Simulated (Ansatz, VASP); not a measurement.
## Two plane-wave programs on SiC

```
CELL_PARAMETERS angstrom
0.00000 2.17900 2.17900
2.17900 0.00000 2.17900
2.17900 2.17900 0.00000
ATOMIC_POSITIONS crystal
Si 0.00000 0.00000 0.00000
C 0.25000 0.25000 0.25000
```

Alike in both runs: task single point; functional PBE; k mesh 8 × 8 × 8; no spin polarisation.

|  | VASP | Ansatz |
| --- | --- | --- |
| version | VASP 6.6.1 | Ansatz 0.2.0 |
| potentials or method | VASP PAW PBE potentials, release 64 (Si, C), cutoff 600 eV | plane waves, PAW |
| occupations | gaussian, width 0.01 eV | fixed |
| valence electrons in the cell | 8 | 8 |

```csv
,VASP,Ansatz,Ansatz less VASP
pressure (GPa),3.1,3.3,+0.20
```
